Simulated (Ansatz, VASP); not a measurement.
# AlN in VASP and in Ansatz

INCAR

```
PREC = Accurate
ENCUT = 520
EDIFF = 1E-6
ISMEAR = 0
SIGMA = 0.01
LREAL = False
LASPH = True
NELM = 100
ALGO = Normal
ISIF = 2
LWAVE = False
LCHARG = False
GGA = CA
NBANDS = 16
```

Contents of KPOINTS:

```
Automatic mesh
0
Gamma
  12 12 4
```

POSCAR

```
AlN
1.0
    3.1130000000      0.0000000000      0.0000000000
   -1.5565000000      2.6959370000      0.0000000000
    0.0000000000      0.0000000000      4.9810000000
Al N
2 2
Direct
    0.3333333333      0.6666666667      0.0000000000
    0.6666666667      0.3333333333      0.5000000000
    0.3333333333      0.6666666667      0.3800000000
    0.6666666667      0.3333333333      0.8800000000
```

Input for Ansatz:

```yaml
crystal:
  lattice:
    - [3.113, 0.0, 0.0]
    - [-1.5565, 2.695937, 0.0]
    - [0.0, 0.0, 4.981]
  atoms:
    - { symbol: Al, position: [0.3333333333333333, 0.6666666666666666, 0.0] }
    - { symbol: Al, position: [0.6666666666666666, 0.3333333333333333, 0.5] }
    - { symbol: "N", position: [0.3333333333333333, 0.6666666666666666, 0.38] }
    - { symbol: "N", position: [0.6666666666666666, 0.3333333333333333, 0.88] }
kpoints:
  mp_grid:
    grid: [12, 12, 4]
hamiltonian:
  xc: lda
  pseudopotentials:
    kind: paw
scf:
  occupations:
    method: fixed
output:
  eigenvalues: true
```

Alike in both runs: task single point; functional LDA; k mesh 12 × 12 × 4; no spin polarisation.

|  | VASP | Ansatz |
| --- | --- | --- |
| version | VASP 6.6.1 | Ansatz 0.2.0 |
| potentials or method | VASP PAW LDA potentials, release 64 (Al, N) | plane waves, PAW |
| plane-wave cutoff (eV) | 520 | 420 |
| occupations | gaussian, width 0.01 eV | fixed |
| valence electrons in the cell | 16 | 16 |

|  | VASP | Ansatz | Ansatz less VASP |
| --- | --- | --- | --- |
| gap on the k mesh at the Fermi level (eV) | 4.25 | 4.24 | -0.007 |

LDA's correlation is that of Perdew and Zunger in VASP and of Perdew and Wang (1992) in Ansatz.
